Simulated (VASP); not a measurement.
Input of a VASP 6.6.1 run:

File INCAR:

```
PREC     = Accurate       # precision mode
ENCUT    = 600            # plane-wave cutoff, eV
EDIFF    = 1E-6           # SCF threshold, eV
ISMEAR   = 0              # smearing method
SIGMA    = 0.1            # smearing width, eV
LREAL    = F              # projectors in reciprocal space
LASPH    = T              # aspherical terms in the spheres
NELM     = 80             # most SCF steps
ALGO     = Normal         # electronic algorithm
ISIF     = 3              # what is computed and relaxed
LWAVE    = F              # write WAVECAR
LCHARG   = F              # write CHGCAR
GGA      = PE             # functional
IBRION   = 2              # ionic algorithm
NSW      = 100            # ionic steps
EDIFFG   = -0.01          # ionic threshold
```

File KPOINTS:

```
regular mesh
0
Gamma
  8 8 8
```

Contents of POSCAR:

```
BiS4
1.0
   -3.2222725598      3.2222725598      3.2222725598
    3.2222725598     -3.2222725598      3.2222725598
    3.2222725598      3.2222725598     -3.2222725598
Bi S
1 4
Direct
    0.0000000000      0.0000000000      0.0000000000
    0.0000000000      0.0000000000      0.5384820652
    0.5384820652      0.0000000000      0.0000000000
    0.0000000000      0.5384820652      0.0000000000
    0.4615179348      0.4615179348      0.4615179348
```

Potentials or basis: VASP PAW PBE potentials, release 64 (Bi_d, S).

Launch:

```sh
$ cat potpaw_PBE.64/Bi_d/POTCAR potpaw_PBE.64/S/POTCAR > POTCAR
$ mpirun -np 1 vasp_std > vasp.out
```

Task: Predict the band gap on the k mesh.

Result: Zero (an odd number of electrons rules out a gap without spin polarisation).

Task: Predict the relaxed volume.

Result: 25.90 Å³/atom.

The path:
```
step  energy change (eV)  largest force (eV/Å)  pressure (GPa)  volume (Å³)
   1              0.0000                0.1003           -0.16       133.83
   2             -0.0023                0.1032           -0.05       133.31
   3             -0.0074                0.1137            0.30       131.77
   4             -0.0090                0.1415            1.12       128.73
   5             -0.0098                0.1310            0.79       129.86
   6             -0.0106                0.1293            0.77       129.83
   7             -0.0130                0.1264            0.75       129.72
   8             -0.0177                0.1217            0.71       129.51
   9             -0.0268                0.1130            0.67       129.08
  10             -0.0429                0.1162            0.70       128.23
  11             -0.0604                0.0120            1.19       126.53
  12             -0.0616                0.0528            0.98       127.08
  13             -0.0700                0.0331           -0.01       129.53
  14             -0.0701                0.0325           -0.06       129.65
  15             -0.0701                0.0321           -0.06       129.70
  16             -0.0703                0.0286           -0.07       129.68
  17             -0.0708                0.0186           -0.05       129.63
  18             -0.0712                0.0029           -0.01       129.51
```

Caveat: spin-orbit coupling is left out, which moves the levels of the heavy elements.
